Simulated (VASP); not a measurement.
# SnSe2 (P-3m1) in VASP: settings compared

SnSe2 is run at these levels: PBE, revPBE; tasks: electric field gradients.

All numbers are computed with VASP 6.6.1; they aren't measurements. Logs are shortened: lines on timing, memory, paths and dates and some standing lists are left out, and cuts for length are marked.

### 1 The cell of the first run

The structure is trigonal, space group P-3m1 (No. 164). Conventional cell: a = 3.811 Å, b = 3.811 Å, c = 6.136 Å, α = 90.00°, β = 90.00°, γ = 120.00°. Sn (site symmetry -3m) has 6 Se at 2.68 Å within 3.5 Å. Within 3.5 Å of Se (site symmetry 3m) lie 3 Sn at 2.68 Å.

### 2 Electric field gradients, PBE

INCAR reads:

```
SYSTEM = SnSe2
PREC = Accurate
ENCUT = 520
EDIFF = 1E-8
ISMEAR = -1
SIGMA = 0.02
LREAL = .FALSE.
LASPH = .TRUE.
NELM = 80
ALGO = Normal
ISIF = 2
LWAVE = .FALSE.
LCHARG = .FALSE.
GGA = PE
LEFG = .TRUE.
NBANDS = 20
```

KPOINTS reads:

```
Automatic mesh
0
G
  13 13 7
  0 0 0
```

POSCAR reads:

```
SnSe2
1.0
    3.8110000000      0.0000000000      0.0000000000
   -1.9055000000      3.3004228138      0.0000000000
    0.0000000000      0.0000000000      6.1360000000
Sn Se
1 2
Direct
    0.0000000000      0.0000000000      0.0000000000
    0.3333333333      0.6666666667      0.2490000000
    0.6666666667      0.3333333333      0.7510000000
```

Potentials or basis: VASP PAW PBE potentials, release 64 (Sn_d, Se).

Launch:

```
> cat potpaw_PBE.64/Sn_d/POTCAR potpaw_PBE.64/Se/POTCAR > POTCAR
> mpirun -np 1 vasp_std > vasp.out
```

OUTCAR:

```text
SYSTEM = SnSe2
   PREC = Accurate
   ENCUT = 520
   EDIFF = 1E-8
   ISMEAR = -1
   LREAL = .FALSE.
   LASPH = .TRUE.
   NELM = 80
   ISIF = 2
   GGA = PE

 ion  position               nearest neighbor table
   1  0.000  0.000  0.000-   2 2.68   3 2.68   2 2.68   3 2.68   3 2.68   2 2.68
   2  0.333  0.667  0.249-   1 2.68   1 2.68   1 2.68
   3  0.667  0.333  0.751-   1 2.68   1 2.68   1 2.68

  LATTYP: Found a hexagonal cell.
 ALAT       =     3.8110000000
 C/A-ratio  =     1.6100760955

  Lattice vectors:

 A1 = (   3.8110000000,   0.0000000000,   0.0000000000)
 A2 = (  -1.9055000000,   3.3004228138,   0.0000000000)
 A3 = (   0.0000000000,   0.0000000000,   6.1360000000)

Analysis of symmetry for initial positions (statically):
=====================================================================
 Subroutine PRICEL returns:
 Original cell was already a primitive cell.

 Routine SETGRP: Setting up the symmetry group for a
 hexagonal supercell.

 Subroutine GETGRP returns: Found 12 space group operations
 (whereof 12 operations were pure point group operations)
 out of a pool of 24 trial point group operations.

The static configuration has the point symmetry D_3d.

Analysis of symmetry for dynamics (positions and initial velocities):
=====================================================================
 Subroutine PRICEL returns:
 Original cell was already a primitive cell.

 Routine SETGRP: Setting up the symmetry group for a
 hexagonal supercell.

 Subroutine GETGRP returns: Found 12 space group operations
 (whereof 12 operations were pure point group operations)
 out of a pool of 24 trial point group operations.

The dynamic configuration has the point symmetry D_3d.

 Subroutine INISYM returns: Found 12 space group operations
 (whereof 12 operations are pure point group operations),
 and found     1 'primitive' translations

----------------------------------------------------------------------------------------

                                     Primitive cell

  volume of cell :      77.1781

  direct lattice vectors                    reciprocal lattice vectors
     3.811000000  0.000000000  0.000000000     0.262398321  0.151495741  0.000000000
    -1.905500000  3.300422814  0.000000000     0.000000000  0.302991482  0.000000000
     0.000000000  0.000000000  6.136000000     0.000000000  0.000000000  0.162972621

  length of vectors
     3.811000000  3.811000000  6.136000000     0.302991482  0.302991482  0.162972621

  position of ions in fractional coordinates (direct lattice)
     0.000000000  0.000000000  0.000000000
     0.333333333  0.666666667  0.249000000
     0.666666667  0.333333333  0.751000000

  ion indices of the primitive-cell ions
   primitive index   ion index
                 1           1
                 2           2
                 3           3

----------------------------------------------------------------------------------------

 KPOINTS: Automatic mesh

Automatic generation of k-mesh.
 Grid dimensions read from file:
 generate k-points for:   13   13    7

 Generating k-lattice:

  Cartesian coordinates                     Fractional coordinates (reciprocal lattice)
     0.020184486  0.011653519  0.000000000     0.076923077 -0.000000000  0.000000000
     0.000000000  0.023307037  0.000000000     0.000000000  0.076923077  0.000000000
     0.000000000  0.000000000  0.023281803     0.000000000  0.000000000  0.142857143

  Length of vectors
     0.023307037  0.023307037  0.023281803

  Shift w.r.t. Gamma in fractional coordinates (k-lattice)
     0.000000000  0.000000000  0.000000000

 Subroutine IBZKPT returns following result:
 ===========================================

 Found    126 irreducible k-points:

 Following reciprocal coordinates:
            Coordinates               Weight
  0.000000  0.000000  0.000000      1.000000
  0.076923 -0.000000  0.000000      6.000000
  0.153846 -0.000000  0.000000      6.000000
  0.230769 -0.000000  0.000000      6.000000
  0.307692 -0.000000  0.000000      6.000000
  0.384615 -0.000000  0.000000      6.000000
[... 16 lines left out ...]
  0.076923 -0.000000  0.142857      6.000000
  0.000000  0.076923  0.142857      6.000000
 [... further k-points ...]
   k-points           NKPTS =    126   k-points in BZ     NKDIM =    126   number of bands    NBANDS=     20
   number of dos      NEDOS =    301   number of ions     NIONS =      3
   total plane-waves  NPLWV =  37632
   dimension x,y,z NGX =    28 NGY =   28 NGZ =   48
   dimension x,y,z NGXF=    56 NGYF=   56 NGZF=   96
   ions per type =               1   2
   NGX,Y,Z   is equivalent  to a cutoff of  12.21, 12.21, 13.00 a.u.
   NGXF,Y,Z  is equivalent  to a cutoff of  24.43, 24.43, 26.01 a.u.
 SYSTEM =  SnSe2
   PREC   = accura    normal or accurate (medium, high low for compatibility)
   ISTART =      0    job   : 0-new  1-cont  2-samecut
   ICHARG =      2    charge: 1-file 2-atom 10-const
   ISPIN  =      1    spin polarized calculation?
   LNONCOLLINEAR =      F non collinear calculations
   LSORBIT =      F    spin-orbit coupling
   LASPH  =      T    aspherical Exc in radial PAW
   ENCUT  =  520.0 eV  38.22 Ry    6.18 a.u.   7.09  7.09 11.41*2*pi/ulx,y,z
   NELM   =     80;   NELMIN=  2; NELMDL= -5     # of ELM steps
   EDIFF  = 0.1E-07   stopping-criterion for ELM
   LREAL  =      F    real-space projection
   EDIFFG = 0.1E-06   stopping-criterion for IOM
   NSW    =      0    number of steps for IOM
   IBRION =     -1    ionic relax: 0-MD 1-quasi-New 2-CG
   NFREE  =      0    steps in history (QN), initial steepest desc. (CG)
   ISIF   =      2    stress and relaxation
   ISYM   =      2    0-nonsym 1-usesym 2-fastsym
   POTIM  = 0.5000    time-step for ionic-motion
   TEBEG  =    0.0;   TEEND  =   0.0 temperature during run
   PSTRESS=    0.0 pullay stress
   NELECT =      26.0000    total number of electrons
   NUPDOWN=      -1.0000    fix difference up-down
   EMIN   =  10.00;   EMAX   =-10.00  energy-range for DOS
   EFERMI =   0.00;   METHOD = LEGACY
   ISMEAR =    -1;   SIGMA  =   0.02  broadening in eV -4-tet -1-fermi 0-gaus
   EFERMI_NEDOS =   21; number of points for ismear=-14 and -15
   IALGO  =     38    algorithm
   IMIX   =      4    mixing-type and parameters
     AMIX     =   0.40;   BMIX     =  1.00
     AMIX_MAG =   1.60;   BMIX_MAG =  1.00
  volume/ion in A,a.u.               =      25.73       173.61
  Fermi-wavevector in a.u.,A,eV,Ry     =   1.139116  2.152617 17.654722  1.297585
  Thomas-Fermi vector in A             =   2.275820
   LORBIT       =      0    0 simple, 1 ext, 2 COOP (PROOUT), +10 PAW based schemes
   GGA     = PE    functional components
   LHFCALC =     F    Hartree Fock is set to
   AEXX    =    0.0000 exact exchange contribution
   IVDW    =     0    specifies the selected vdW correction
   LEPSILON=     F    determine dielectric tensor
   LRPA    =     F    only Hartree local field effects (RPA)
 non-spin polarized calculation
  energy-cutoff  :      520.00
  volume of cell :       77.18
 maximum number of plane-waves:      2097
   NGX = 15   NGY = 15   NGZ = 23

 number of electron      26.0000006 magnetization

 Free energy of the ion-electron system (eV)
  ---------------------------------------------------
  ext. energy  EPLUGINS =         0.00000000
  ---------------------------------------------------
  free energy    TOTEN  =       -11.74802019 eV

  energy without entropy =      -11.74802019  energy(sigma->0) =      -11.74802019

 E-fermi :   4.5646     XC(G=0):  -9.4546

 val. band max:        4.2110853213   @ k =   0.0769   0.0769   0.0000
 cond. band min:       4.9132745543   @ k =   0.0000   0.4615   0.2857
 fundamental gap:      0.7021892330
 Fermi energy:         4.5646369937

 k-point     1 :       0.0000    0.0000    0.0000
  band No.  band energies     occupation
      1     -17.0958      2.00000
      2     -17.0958      2.00000
      3     -17.0566      2.00000
      4     -17.0416      2.00000
      5     -17.0416      2.00000
      6      -9.8294      2.00000
[... 12 lines left out ...]
     19      13.1109      0.00000
     20      13.1109      0.00000

 k-point     2 :       0.0769   -0.0000    0.0000
  band No.  band energies     occupation
      1     -17.0988      2.00000
      2     -17.0936      2.00000
      3     -17.0549      2.00000
      4     -17.0430      2.00000
      5     -17.0412      2.00000
      6      -9.7698      2.00000
[... 12 lines left out ...]
     19      12.5504      0.00000
     20      13.1884      0.00000

 k-point     3 :       0.1538   -0.0000    0.0000
  band No.  band energies     occupation
      1     -17.1077      2.00000
      2     -17.0883      2.00000
      3     -17.0511      2.00000
      4     -17.0452      2.00000
      5     -17.0395      2.00000
      6      -9.5938      2.00000
[... 12 lines left out ...]
     19      12.5118      0.00000
     20      13.3433      0.00000

 k-point     4 :       0.2308   -0.0000    0.0000
  band No.  band energies     occupation
      1     -17.1212      2.00000
      2     -17.0824      2.00000
      3     -17.0537      2.00000
      4     -17.0395      2.00000
      5     -17.0354      2.00000
      6      -9.3119      2.00000
[... 12 lines left out ...]
     19      12.3055      0.00000
     20      13.6571      0.00000

 k-point     5 :       0.3077   -0.0000    0.0000
  band No.  band energies     occupation
      1     -17.1362      2.00000
      2     -17.0784      2.00000
      3     -17.0583      2.00000
      4     -17.0309      2.00000
      5     -17.0287      2.00000
      6      -8.9472      2.00000
[... 12 lines left out ...]
     19      12.8385      0.00000
     20      13.8780      0.00000
[... 353 lines left out ...]
      6      -7.8226      2.00000
[... 12 lines left out ...]
     19      12.2461      0.00000
     20      13.1240      0.00000

 k-point    22 :       0.0000    0.0000    0.1429
  band No.  band energies     occupation
      1     -17.0958      2.00000
      2     -17.0958      2.00000
      3     -17.0566      2.00000
      4     -17.0416      2.00000
      5     -17.0416      2.00000
      6      -9.8017      2.00000
[... 12 lines left out ...]
     19      12.9764      0.00000
     20      12.9764      0.00000

 k-point    23 :       0.0769   -0.0000    0.1429
  band No.  band energies     occupation
      1     -17.0988      2.00000
      2     -17.0936      2.00000
      3     -17.0548      2.00000
      4     -17.0430      2.00000
      5     -17.0412      2.00000
      6      -9.7422      2.00000
[... 12 lines left out ...]
     19      12.5687      0.00000
     20      13.1973      0.00000

 k-point    24 :       0.0000    0.0769    0.1429
  band No.  band energies     occupation
      1     -17.0988      2.00000
      2     -17.0936      2.00000
      3     -17.0548      2.00000
      4     -17.0430      2.00000
      5     -17.0412      2.00000
      6      -9.7421      2.00000
[... 12 lines left out ...]
     19      12.4951      0.00000
     20      12.9619      0.00000

 [... further k-points ...]

------------------------ aborting loop because EDIFF is reached ----------------------------------------

  FORCE on cell =-STRESS in cart. coord.  units (eV):
  Direction    XX          YY          ZZ          XY          YZ          ZX
  --------------------------------------------------------------------------------------
  -------------------------------------------------------------------------------------
  Total        2.4604208      2.4604208      3.1960803      0.0000000      0.0000000      0.0000000
  in kB       51.0770827     51.0770827     66.3490012      0.0000000      0.0000000      0.0000000
  external PRESSURE =      56.1677222 kB  Pullay stress =       0.0000000 kB

 VOLUME and BASIS-vectors are now :
 -----------------------------------------------------------------------------
  energy-cutoff  :      520.00
  volume of cell :       77.18
      direct lattice vectors                 reciprocal lattice vectors
     3.811000000  0.000000000  0.000000000     0.262398321  0.151495741  0.000000000
    -1.905500000  3.300422814  0.000000000     0.000000000  0.302991482  0.000000000
     0.000000000  0.000000000  6.136000000     0.000000000  0.000000000  0.162972621

 POSITION                                       TOTAL-FORCE (eV/Angst)
 -----------------------------------------------------------------------------------
      0.00000      0.00000      0.00000         0.000000      0.000000      0.000000
     -0.00000      2.20028      1.52786         0.000000     -0.000000      0.806522
      1.90550      1.10014      4.60814        -0.000000      0.000000     -0.806522
 -----------------------------------------------------------------------------------
    total drift:                                0.000000      0.000000     -0.000000

  FREE ENERGIE OF THE ION-ELECTRON SYSTEM (eV)
  ---------------------------------------------------
  free  energy   TOTEN  =       -11.7480201878 eV

  energy  without entropy=      -11.7480201876  energy(sigma->0) =      -11.74802019

 Electric field gradients (V/A^2)
---------------------------------------------------------------------
 ion       V_xx      V_yy      V_zz      V_xy      V_xz      V_yz
---------------------------------------------------------------------
   1      -2.267    -2.267     4.533    -0.000     0.000    -0.000
   2      48.654    48.653   -97.307    -0.000     0.000    -0.000
   3      48.654    48.653   -97.307    -0.000     0.000    -0.000
---------------------------------------------------------------------

 Electric field gradients after diagonalization (V/A^2)
 (convention: |V_zz| > |V_xx| > |V_yy|)
----------------------------------------------------------------------
 ion       V_xx      V_yy      V_zz     asymmetry (V_yy - V_xx)/ V_zz
----------------------------------------------------------------------
   1      -2.267    -2.267     4.533       0.000
   2      48.654    48.653   -97.307       0.000
   3      48.654    48.653   -97.307       0.000
----------------------------------------------------------------------

           NMR quadrupolar parameters

 Cq : quadrupolar parameter    Cq=e*Q*V_zz/h
 eta: asymmetry parameters     (V_yy - V_xx)/ V_zz
 Q  : nuclear electric quadrupole moment in mb (millibarn)
----------------------------------------------------------------------
 ion       Cq(MHz)       eta       Q (mb)
----------------------------------------------------------------------
   1       0.011       0.000       1.000
   2      -0.235       0.000       1.000
   3      -0.235       0.000       1.000
----------------------------------------------------------------------
```

Run time: 79 s. Hardware: 1 thread of Intel Xeon 6975P-C (Granite Rapids), shared host; peak memory 0.32 GiB.

Results:

| Property | Result |
| --- | --- |
| Free energy | -11.7480 eV |
| Pressure | 5.6 GPa |
| Largest force | 0.807 eV/Å |
| Band gap on the k mesh | 0.70 eV (least direct gap 1.09 eV) |
| Largest electric field gradient by atom | Sn +4.5; Se -97.3 V/Å² |

Forces on the atoms (eV/Å):
```
Sn   0.000  0.000  0.000
Se   0.000  0.000  0.807
Se   0.000  0.000 -0.807
```

Levels at points of the mesh, in eV from the valence-band top:
```
           k point  band 11  band 12  band 13  band 14  band 15  band 16
(0.00, 0.00, 0.00)    -0.43    -0.43    -0.04     1.05     2.90     4.60
```

Electric field gradients, principal values (V/Å²):
```tsv
atom	least	middle	greatest (by size)
1 Sn	-2.267	-2.267	4.533
2 Se	48.653	48.654	-97.307
3 Se	48.653	48.654	-97.307
```

Caveat: the cell stands under pressure; without QUAD_EFG the Cq values of the log hold for a quadrupole moment of 1 mb, not for the nuclei; spin-orbit coupling is left out, which moves the levels of the heavy elements; an odd mesh through Γ misses points on the zone boundary, where band edges can lie; this functional lacks dispersion, which binds the layers, so the pressure and a relaxed spacing across them are unreliable.

[end of part 1 of 2]
